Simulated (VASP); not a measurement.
# H21O10F in VASP: further runs

The runs below take H21O10F through single point, with r2SCAN+D3(BJ).

Program: VASP 6.6.1. These are calculated values, not measurements. Logs are shortened: lines on timing, memory, paths and dates and some standing lists are left out, and cuts for length are marked.

## Step 1: The cell of the first run

The cell holds an amorphous packing of atoms, 32 atoms: a = 7.572 Å, b = 7.572 Å, c = 7.572 Å, α = 90.00°, β = 90.00°, γ = 90.00°.

## Step 2: Single point, r2SCAN+D3(BJ)

File POSCAR:

```
H21O10F
1.0
    7.5723370000      0.0000000000      0.0000000000
    0.0000000000      7.5723370000      0.0000000000
    0.0000000000      0.0000000000      7.5723370000
O H F
10 21 1
Direct
    0.1047761081      0.6773602390      0.5155079601
    0.2281858296      0.7925954695      0.1584847584
    0.7555923620      0.0572478483      0.8775626336
    0.5768364509      0.8537258709      0.6608527856
    1.0113258298      0.0433155577      0.6227139653
    0.3592814213      0.2591670181      0.3581457085
    0.7170309509      0.3639035083      0.3091251750
    0.3082931993      0.6271511688      0.8039525975
    0.0295549445      0.1450410884      0.2524187711
    0.6814540874     -0.0864066140      0.2614648556
    0.0698463367      0.8006379008      0.5328473891
    0.1592507042      0.6656993739      0.4004179951
    0.3419419923      0.8485623395      0.1531363435
    0.2152703980      0.7233566071      0.0494827422
    0.7141388451      0.1718227807      0.9067478111
    0.6809654668     -0.0274816084      0.8065145542
    0.5815773915      0.8662715355      0.5328077712
    0.4895846553      0.7632650264      0.6890739279
    0.9725267114      0.1097547560      0.5243427491
    0.9186595895      0.0339393241      0.7154462354
    0.3467621687      0.2602631130      0.4855568367
    0.4846984491      0.2738520486      0.3307169240
    0.7649950075      0.4796933892      0.3415722253
    0.8276044767      0.3032089037      0.2858562687
    0.2412333207      0.6309148682      0.6890211041
    0.3218821349      0.5019190245      0.8242369562
    0.0599946886      0.0430118205      0.1791917079
    0.1467974814      0.1868775782      0.2886427268
    0.8052996057     -0.0690671849      0.2806135015
    0.6753529327     -0.0377558474      0.1423206601
    0.1601355037      0.1572830158      0.6884136298
    0.2675395984      0.2265879081      0.7191174931
```

File INCAR.step1:

```
  ALGO = Normal
  EDIFF = 1E-4
  ENCUT = 520
  GGA = PE
  ISMEAR = -1
  LASPH = True
  LCHARG = False
  LREAL = Auto
  LWAVE = True
  NBANDS = 66
  NELM = 60
  PREC = Accurate
  SIGMA = 0.05
```

File INCAR.step2:

```
  ALGO = Normal
  EDIFF = 1E-7
  ENCUT = 520
  ISIF = 2
  ISMEAR = -1
  ISTART = 1
  IVDW = 12
  LASPH = True
  LCHARG = False
  LMIXTAU = True
  LREAL = Auto
  LWAVE = False
  METAGGA = R2SCAN
  NBANDS = 66
  NELM = 60
  PREC = Accurate
  SIGMA = 0.05
  VDW_A1 = 0.49484001
  VDW_A2 = 5.73083694
  VDW_S6 = 1.0
  VDW_S8 = 0.78981345
```

File KPOINTS:

```
k-points
0
Gamma
  1 1 1
```

Potentials or basis: VASP PAW PBE potentials, release 64 (O, H, F).

Launch:

```bash
cat potpaw_PBE.64/O/POTCAR potpaw_PBE.64/H/POTCAR potpaw_PBE.64/F/POTCAR > POTCAR
cp INCAR.step1 INCAR
mpirun -np 1 vasp_gam > vasp.out
cp INCAR.step2 INCAR
mpirun -np 1 vasp_gam > vasp.out
```

OUTCAR:

```text
EDIFF = 1E-7
   ENCUT = 520
   ISIF = 2
   ISMEAR = -1
   ISTART = 1
   IVDW = 12
   LASPH = True
   LREAL = Auto
   METAGGA = R2SCAN
   NELM = 60
   PREC = Accurate
 IVDW          = 12

 ion  position               nearest neighbor table
   1  0.105  0.677  0.516-  12 0.97  11 0.98
   2  0.228  0.793  0.158-  13 0.96  14 0.98
   3  0.756  0.057  0.878-  15 0.95  16 1.01
   4  0.577  0.854  0.661-  17 0.97  18 0.98
   5  0.011  0.043  0.623-  19 0.95  20 1.00
   6  0.359  0.259  0.358-  21 0.97  22 0.98
   7  0.717  0.364  0.309-  24 0.97  23 0.98
   8  0.308  0.627  0.804-  26 0.97  25 1.01
   9  0.030  0.145  0.252-  27 0.98  28 0.98
  10  0.681  0.914  0.261-  29 0.96  30 0.98
  11  0.070  0.801  0.533-   1 0.98
  12  0.159  0.666  0.400-   1 0.97
  13  0.342  0.849  0.153-   2 0.96
  14  0.215  0.723  0.049-   2 0.98
  15  0.714  0.172  0.907-   3 0.95
  16  0.681  0.973  0.807-   3 1.01
[... 14 lines left out ...]
  31  0.160  0.157  0.688-  32 1.00
  32  0.268  0.227  0.719-  31 1.00

  LATTYP: Found a simple cubic cell.
 ALAT       =     7.5723370000

  Lattice vectors:

 A1 = (   7.5723370000,   0.0000000000,   0.0000000000)
 A2 = (   0.0000000000,   7.5723370000,   0.0000000000)
 A3 = (   0.0000000000,   0.0000000000,   7.5723370000)

Analysis of symmetry for initial positions (statically):
=====================================================================
 Subroutine PRICEL returns:
 Original cell was already a primitive cell.

 Routine SETGRP: Setting up the symmetry group for a
 simple cubic supercell.

 Subroutine GETGRP returns: Found  1 space group operations
 (whereof  1 operations were pure point group operations)
 out of a pool of 48 trial point group operations.

The static configuration has the point symmetry C_1 .

Analysis of symmetry for dynamics (positions and initial velocities):
=====================================================================
 Subroutine PRICEL returns:
 Original cell was already a primitive cell.

 Routine SETGRP: Setting up the symmetry group for a
 simple cubic supercell.

 Subroutine GETGRP returns: Found  1 space group operations
 (whereof  1 operations were pure point group operations)
 out of a pool of 48 trial point group operations.

The dynamic configuration has the point symmetry C_1 .

 Subroutine INISYM returns: Found  1 space group operations
 (whereof  1 operations are pure point group operations),
 and found     1 'primitive' translations

----------------------------------------------------------------------------------------

                                     Primitive cell

  volume of cell :     434.2000

  direct lattice vectors                    reciprocal lattice vectors
     7.572337000  0.000000000  0.000000000     0.132059627  0.000000000  0.000000000
     0.000000000  7.572337000  0.000000000     0.000000000  0.132059627  0.000000000
     0.000000000  0.000000000  7.572337000     0.000000000  0.000000000  0.132059627

  length of vectors
     7.572337000  7.572337000  7.572337000     0.132059627  0.132059627  0.132059627

  position of ions in fractional coordinates (direct lattice)
     0.104776108  0.677360239  0.515507960
     0.228185830  0.792595470  0.158484758
     0.755592362  0.057247848  0.877562634
     0.576836451  0.853725871  0.660852786
     0.011325830  0.043315558  0.622713965
     0.359281421  0.259167018  0.358145708
[... 24 lines left out ...]
     0.160135504  0.157283016  0.688413630
     0.267539598  0.226587908  0.719117493

  ion indices of the primitive-cell ions
   primitive index   ion index
                 1           1
                 2           2
                 3           3
                 4           4
                 5           5
                 6           6
[... 24 lines left out ...]
                31          31
                32          32

----------------------------------------------------------------------------------------

 KPOINTS: k-points

Automatic generation of k-mesh.
 Grid dimensions read from file:
 generate k-points for:    1    1    1

 Generating k-lattice:

  Cartesian coordinates                     Fractional coordinates (reciprocal lattice)
     0.132059627  0.000000000  0.000000000     1.000000000  0.000000000  0.000000000
     0.000000000  0.132059627  0.000000000     0.000000000  1.000000000  0.000000000
     0.000000000  0.000000000  0.132059627     0.000000000  0.000000000  1.000000000

  Length of vectors
     0.132059627  0.132059627  0.132059627

  Shift w.r.t. Gamma in fractional coordinates (k-lattice)
     0.000000000  0.000000000  0.000000000

 Subroutine IBZKPT returns following result:
 ===========================================

 Found      1 irreducible k-points:

 Following reciprocal coordinates:
            Coordinates               Weight
  0.000000  0.000000  0.000000      1.000000
   k-points           NKPTS =      1   k-points in BZ     NKDIM =      1   number of bands    NBANDS=     66
   number of dos      NEDOS =    301   number of ions     NIONS =     32
   total plane-waves  NPLWV = 175616
   dimension x,y,z NGX =    56 NGY =   56 NGZ =   56
   dimension x,y,z NGXF=   112 NGYF=  112 NGZF=  112
   ions per type =              10  21   1
   NGX,Y,Z   is equivalent  to a cutoff of  12.29, 12.29, 12.29 a.u.
   NGXF,Y,Z  is equivalent  to a cutoff of  24.59, 24.59, 24.59 a.u.
 SYSTEM =  unknown system
   PREC   = accura    normal or accurate (medium, high low for compatibility)
   ISTART =      1    job   : 0-new  1-cont  2-samecut
   ICHARG =      0    charge: 1-file 2-atom 10-const
   ISPIN  =      1    spin polarized calculation?
   LNONCOLLINEAR =      F non collinear calculations
   LSORBIT =      F    spin-orbit coupling
   LASPH  =      T    aspherical Exc in radial PAW
   ENCUT  =  520.0 eV  38.22 Ry    6.18 a.u.  14.08 14.08 14.08*2*pi/ulx,y,z
   NELM   =     60;   NELMIN=  2; NELMDL=  0     # of ELM steps
   EDIFF  = 0.1E-06   stopping-criterion for ELM
   LREAL  =      T    real-space projection
   EDIFFG = 0.1E-05   stopping-criterion for IOM
   NSW    =      0    number of steps for IOM
   IBRION =     -1    ionic relax: 0-MD 1-quasi-New 2-CG
   NFREE  =      0    steps in history (QN), initial steepest desc. (CG)
   ISIF   =      2    stress and relaxation
   ISYM   =      2    0-nonsym 1-usesym 2-fastsym
   POTIM  = 0.5000    time-step for ionic-motion
   TEBEG  =    0.0;   TEEND  =   0.0 temperature during run
   PSTRESS=    0.0 pullay stress
   NELECT =      88.0000    total number of electrons
   NUPDOWN=      -1.0000    fix difference up-down
   EMIN   =  10.00;   EMAX   =-10.00  energy-range for DOS
   EFERMI =   0.00;   METHOD = LEGACY
   ISMEAR =    -1;   SIGMA  =   0.05  broadening in eV -4-tet -1-fermi 0-gaus
   EFERMI_NEDOS =   21; number of points for ismear=-14 and -15
   IALGO  =     38    algorithm
   IMIX   =      4    mixing-type and parameters
     AMIX     =   0.40;   BMIX     =  1.00
     AMIX_MAG =   1.60;   BMIX_MAG =  1.00
  volume/ion in A,a.u.               =      13.57        91.57
  Fermi-wavevector in a.u.,A,eV,Ry     =   0.961625  1.817208 12.581618  0.924723
  Thomas-Fermi vector in A             =   2.091013
   LORBIT       =      0    0 simple, 1 ext, 2 COOP (PROOUT), +10 PAW based schemes
   METAGGA = R2SCAN    functional components
   LHFCALC =     F    Hartree Fock is set to
   AEXX    =    0.0000 exact exchange contribution
   IVDW    =    12    specifies the selected vdW correction
   LEPSILON=     F    determine dielectric tensor
   LRPA    =     F    only Hartree local field effects (RPA)
 non-spin polarized calculation
  energy-cutoff  :      520.00
  volume of cell :      434.20
 maximum number of plane-waves:      5877
   NGX = 29   NGY = 29   NGZ = 29

 number of electron      88.0000013 magnetization

 Free energy of the ion-electron system (eV)
  ---------------------------------------------------
  ext. energy  EPLUGINS =         0.00000000
  ---------------------------------------------------
  free energy    TOTEN  =      -167.23415733 eV

  energy without entropy =     -167.23415733  energy(sigma->0) =     -167.23415733

 E-fermi :  -3.7643     XC(G=0):  -5.7575

 val. band max:       -5.0681064503   @ k =   0.0000   0.0000   0.0000
 cond. band min:       0.3515498896   @ k =   0.0000   0.0000   0.0000
 fundamental gap:      5.4196563399
 Fermi energy:        -3.7642739967

 k-point     1 :       0.0000    0.0000    0.0000
  band No.  band energies     occupation
      1     -28.3819      2.00000
      2     -25.3975      2.00000
      3     -24.7261      2.00000
      4     -24.6247      2.00000
      5     -24.5809      2.00000
      6     -24.5162      2.00000
[... 48 lines left out ...]
     55       5.1239      0.00000
     56       5.3681      0.00000
 [bands above 56 left out]

------------------------ aborting loop because EDIFF is reached ----------------------------------------

 Edisp (eV)   -0.38709

 E8    (eV) :    -0.0554

  FORCE on cell =-STRESS in cart. coord.  units (eV):
  Direction    XX          YY          ZZ          XY          YZ          ZX
  --------------------------------------------------------------------------------------
  -------------------------------------------------------------------------------------
  Total      -2.55861    -3.96237    -4.80232    -1.64369    -2.02218     0.95594
  in kB      -9.44114   -14.62096   -17.72032    -6.06515    -7.46175     3.52736
  external pressure =      -13.93 kB  Pullay stress =        0.00 kB

 VOLUME and BASIS-vectors are now :
 -----------------------------------------------------------------------------
  energy-cutoff  :      520.00
  volume of cell :      434.20
      direct lattice vectors                 reciprocal lattice vectors
     7.572337000  0.000000000  0.000000000     0.132059627  0.000000000  0.000000000
     0.000000000  7.572337000  0.000000000     0.000000000  0.132059627  0.000000000
     0.000000000  0.000000000  7.572337000     0.000000000  0.000000000  0.132059627

 POSITION                                       TOTAL-FORCE (eV/Angst)
 -----------------------------------------------------------------------------------
      0.79340      5.12920      3.90360        -0.128541     -0.039620      0.282666
      1.72790      6.00180      1.20010        -0.651089     -0.283341     -0.214811
      5.72160      0.43350      6.64520         1.091587     -1.762011      0.033011
      4.36800      6.46470      5.00420         0.074095     -0.101413     -0.412675
      0.08576      0.32800      4.71540         0.704358     -0.787875      1.361581
      2.72060      1.96250      2.71200        -0.092090     -0.034492     -0.078823
[... 24 lines left out ...]
      1.21260      1.19100      5.21290         0.292132     -0.134309      0.114048
      2.02590      1.71580      5.44540        -0.286427      0.023740     -0.110077
 -----------------------------------------------------------------------------------
    total drift:                                0.010539      0.009906     -0.002367

  FREE ENERGIE OF THE ION-ELECTRON SYSTEM (eV)
  ---------------------------------------------------
  free  energy   TOTEN  =      -167.6212427266 eV

  energy  without entropy=     -167.6212427266  energy(sigma->0) =     -167.62124273
```

It took 2.1 min on 1 thread of Intel Xeon 6975P-C (Granite Rapids), shared host; peak memory 0.46 GiB.

Results:

| Item | Value |
| --- | --- |
| Free energy | -167.6212 eV |
| Pressure | -1.4 GPa |
| Largest force | 2.073 eV/Å |
| Band gap on the k mesh | 5.42 eV |
| Dispersion energy per atom | -0.012 eV |

Forces on the atoms (eV/Å):
```
O   -0.129 -0.040  0.283
O   -0.651 -0.283 -0.215
O    1.092 -1.762  0.033
O    0.074 -0.101 -0.413
O    0.704 -0.788  1.362
O   -0.092 -0.034 -0.079
O    0.917  0.829  0.213
O   -0.226 -0.048 -0.732
O    0.069 -0.413 -0.060
O   -0.151  0.155 -0.511
H    0.228 -0.239 -0.201
H    0.005  0.431 -0.179
H    0.220 -0.068 -0.089
H    0.407  0.393  0.227
H   -0.817  0.409 -0.361
H   -0.458  1.176  0.190
H    0.012  0.071  0.303
H   -0.019 -0.003  0.253
H   -0.726  0.489 -1.148
H    0.015  0.531 -0.202
H    0.259 -0.037  0.075
H   -0.265  0.096  0.194
H   -0.770 -0.327 -0.073
H   -0.075 -0.655 -0.247
H   -0.003  0.178  0.691
H    0.067 -0.119  0.041
H   -0.137  0.224  0.186
H    0.244  0.223 -0.099
H    0.514 -0.049  0.532
H   -0.312 -0.125  0.023
H    0.292 -0.134  0.114
F   -0.286  0.024 -0.110
```

Caveat: the k points lie up to 0.83 Å⁻¹ apart; the PAW data sets were made with another functional, which shifts forces and pressure a little.

## Step 3: Single point, r2SCAN+D3(BJ)

File POSCAR:

```
H21O10F
1.0
    7.5723370000      0.0000000000      0.0000000000
    0.0000000000      7.5723370000      0.0000000000
    0.0000000000      0.0000000000      7.5723370000
O H F
10 21 1
Direct
    0.1093057533      0.6784827458      0.5149136918
    0.2311175533      0.7937179764      0.1598581785
    0.7558960992      0.0592155368      0.8766646281
    0.5744989955      0.8560237084      0.6621073521
    1.0080639570      0.0429061728      0.6219480195
    0.3632564161      0.2623100372      0.3588588305
    0.7166215661      0.3693575709      0.3122549881
    0.3033277573      0.6290000036      0.7999511908
    0.0320112536      0.1467182456      0.2527357142
    0.6834349818     -0.0890610125      0.2625213326
    0.0858387576      0.8022094104      0.5227844455
    0.1686401437      0.6590963926      0.4030591877
    0.3445699789      0.8470700657      0.1301579684
    0.1984724135      0.7270806886      0.0581986776
    0.6979219229      0.1729584935      0.9045292094
    0.6680500353     -0.0109345371      0.8087859798
    0.6059820106      0.8593251991      0.5387108366
    0.4920805823      0.7618123705      0.6852838166
    0.9631108600      0.1252717622      0.5281460664
    0.9163749580      0.0272967249      0.7127126011
    0.3490864181      0.2586916034      0.4862831646
    0.4867057554      0.2678169236      0.3427871739
    0.7623406090      0.4832457932      0.3438700628
    0.8187564817      0.2854468838      0.2947702935
    0.2471363860      0.6324599658      0.6855611418
    0.3141038229      0.5061977564      0.8310908508
    0.0632697673      0.0346524461      0.2045603623
    0.1499008826      0.1834968518      0.2945854100
    0.8112290829     -0.0750891039      0.2758065311
    0.6595718072     -0.0320244596      0.1491877607
    0.1610995390      0.1546814411      0.6930885406
    0.2645550508      0.2257559324      0.7188797857
```

File INCAR.step1:

```
ALGO = Normal ; EDIFF = 1E-4
ENCUT = 520 ; GGA = PE
ISMEAR = -1 ; LASPH = T
LCHARG = F ; LREAL = Auto
LWAVE = T ; NBANDS = 66
NELM = 60 ; PREC = Accurate
SIGMA = 0.05
```

File INCAR.step2:

```
ALGO = Normal ; EDIFF = 1E-6
ENCUT = 520 ; ISIF = 2
ISMEAR = -1 ; ISTART = 1
IVDW = 12 ; LASPH = T
LCHARG = F ; LMIXTAU = T
LREAL = Auto ; LWAVE = F
METAGGA = R2SCAN ; NBANDS = 66
NELM = 60 ; PREC = Accurate
SIGMA = 0.05 ; VDW_A1 = 0.49484001
VDW_A2 = 5.73083694 ; VDW_S6 = 1.0
VDW_S8 = 0.78981345
```

KPOINTS is that of step 2.

Potentials or basis: VASP PAW PBE potentials, release 64 (O, H, F).

Launch:

```bash
cat potpaw_PBE.64/O/POTCAR potpaw_PBE.64/H/POTCAR potpaw_PBE.64/F/POTCAR > POTCAR
cp INCAR.step1 INCAR
mpirun -np 1 vasp_gam > vasp.out
cp INCAR.step2 INCAR
mpirun -np 1 vasp_gam > vasp.out
```

Run time: 1.9 min. Hardware: 1 thread of Intel Xeon 6975P-C (Granite Rapids), shared host; peak memory 0.46 GiB.

The run converged. Its results:

```yaml
Free_energy: -167.4185 eV
Pressure: -0.9 GPa
Largest_force: 1.827 eV/Å
Band_gap_on_the_k_mesh: 5.43 eV
Dispersion_energy_per_atom: -0.012 eV
```

Forces in eV/Å, atoms in the order of the input:
```
O    0.169 -0.976 -0.250
O    0.360  0.802  0.722
O   -0.831  0.719  0.480
O    0.379  0.398  0.032
O   -0.055  0.807 -1.038
O   -1.674 -0.192  0.610
O    0.919 -1.556 -0.263
O    0.795  0.155  0.964
O    0.205  0.562  0.697
O    0.487  0.216 -0.111
H   -0.145  0.852  0.063
H   -0.040  0.292 -0.088
H   -0.487 -0.366  0.142
H    0.026 -0.396 -0.916
H    0.638 -0.897 -0.388
H    0.052  0.002 -0.059
H   -0.202 -0.034 -0.212
H   -0.301 -0.339  0.186
H    0.315 -1.176  0.924
H   -0.154  0.515  0.104
H   -0.065 -0.039  0.048
H    1.555  0.308 -0.465
H    0.251  0.055  0.018
H   -0.966  1.304  0.113
H   -0.866 -0.013 -0.647
H   -0.003 -0.191 -0.124
H    0.025 -0.951 -0.593
H   -0.067  0.449 -0.176
H   -0.648 -0.035 -0.081
H    0.284 -0.212  0.307
H   -0.346 -0.446 -0.112
F    0.390  0.385  0.112
```

Stress tensor (GPa, compression positive):
```
-0.87  0.81  0.30
 0.81 -1.13  0.31
 0.30  0.31 -0.78
```

Levels at points of the mesh, in eV from the valence-band top:
| k point | band 41 | band 42 | band 43 | band 44 | band 45 | band 46 | band 47 | band 48 |
| --- | --- | --- | --- | --- | --- | --- | --- | --- |
| (0.00, 0.00, 0.00) | -0.33 | -0.26 | -0.23 | 0.00 | 5.43 | 7.92 | 8.05 | 8.34 |

Caveat: the k points lie up to 0.83 Å⁻¹ apart; the PAW data sets were made with another functional, which shifts forces and pressure a little.

[end of part 1 of 2]
